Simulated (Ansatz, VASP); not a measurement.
Sb: VASP beside Ansatz

The input INCAR:

```
  ALGO = Normal
  EDIFF = 1E-6
  ENCUT = 520
  GGA = PE
  ISIF = 2
  ISMEAR = 0
  LASPH = True
  LCHARG = True
  LELF = True
  LREAL = False
  LVHAR = True
  LWAVE = False
  NBANDS = 8
  NELM = 100
  PREC = Accurate
  SIGMA = 0.1
```

Contents of KPOINTS:

```
k-points
0
Gamma
  14 14 14
```

Contents of POSCAR:

```
Sb
1.0
    3.1412599057      0.0000000000      0.0000000000
    0.0000000000      3.1412599057      0.0000000000
    0.0000000000      0.0000000000      3.1412599057
Sb
1
Direct
    0.0000000000      0.0000000000      0.0000000000
```

Input for Ansatz:

```yaml
crystal:
  lattice:
    - [3.1412599057, 0.0, 0.0]
    - [0.0, 3.1412599057, 0.0]
    - [0.0, 0.0, 3.1412599057]
  atoms:
    - { symbol: Sb, position: [0.0, 0.0, 0.0] }
basis:
  ecutwfc: 420
kpoints:
  mp_grid: { grid: [14, 14, 14] }
hamiltonian:
  xc: pbe
scf:
  occupations: { method: gaussian, width: 0.1 }
output:
  forces: true
  stress: true
  eigenvalues: true
```

Alike in both runs: task single point; functional PBE; k mesh 14 × 14 × 14; occupations gaussian, width 0.1 eV; no spin polarisation.

|  | VASP | Ansatz |
| --- | --- | --- |
| version | VASP 6.6.1 | Ansatz 0.2.0 |
| potentials or method | VASP PAW PBE potentials, release 64 (Sb), cutoff 520 eV | scalar-relativistic, plane waves, PAW |
| valence electrons in the cell | 5 | 15 |

|  | VASP | Ansatz | Ansatz less VASP |
| --- | --- | --- | --- |
| gap on the k mesh at the Fermi level (eV) | none | none | - |
| pressure (GPa) | -1.5 | -1.5 | +0.04 |

A gap of «none» marks a metal or a gap that the smearing closes. The functional is the same, so the differences come from potentials, cutoffs and numerics. VASP's potentials hold 5 valence electrons a cell and Ansatz's 15, so a difference there can come from the potentials and not from the codes.

Spin-orbit coupling is off throughout.
